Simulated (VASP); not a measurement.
Runs of VASP 6.6.1 on GaN. The structure is that of space group P-6m2 (No. 187), or close to it. The cells are those of the table. 

```tsv
task	spin	cell	k mesh	cutoff (eV)	gap on the mesh (eV)	pressure (GPa)	moment (μB)	relaxed volume (Å³/atom)
single point	collinear, ferromagnetic start	a = 2.996, b = 2.996, c = 2.676 Å, angles 90.0, 90.0, 120.0°, 2 atoms	6 × 6 × 6	520	none	0.6	0.00	-
single point	collinear, ferromagnetic start	a = 3.023, b = 3.023, c = 2.949 Å, angles 90.0, 90.0, 120.0°, 2 atoms	6 × 6 × 6	520	none	-15.4	0.00	-
relaxation of cell and atoms	off	relaxed from a = 3.023, b = 3.023, c = 2.949 Å, angles 90.0, 90.0, 120.0°, 2 atoms	6 × 6 × 6	600	none	0.1	-	(a)
single point	off	a = 3.023, b = 3.023, c = 2.949 Å, angles 90.0, 90.0, 120.0°, 2 atoms	6 × 6 × 6	520	none	-15.4	-	-
single point	off	a = 2.996, b = 2.996, c = 2.676 Å, angles 90.0, 90.0, 120.0°, 2 atoms	6 × 6 × 6	520	none	0.7	-	-
relaxation of cell and atoms	off	relaxed from a = 2.996, b = 2.996, c = 2.676 Å, angles 90.0, 90.0, 120.0°, 2 atoms	24 × 24 × 20	600	none	0.1	-	10.35
single point	off	a = 2.981, b = 2.981, c = 2.683 Å, angles 90.0, 90.0, 120.0°, 2 atoms	24 × 24 × 20	520	none	0.6	-	-
```

Alike in all rows: level PBE; potentials or basis VASP PAW PBE potentials, release 64 (Ga_d, N); smearing gaussian 0.1 eV.

Problem. Estimate the missing entries.

Solution. (a) 10.43.

Caveats: some runs use coarse meshes.

A k mesh can miss the band edges, and the runs leave out spin-orbit coupling on Ga.

A gap of «none» marks levels without a gap at the run's occupations.
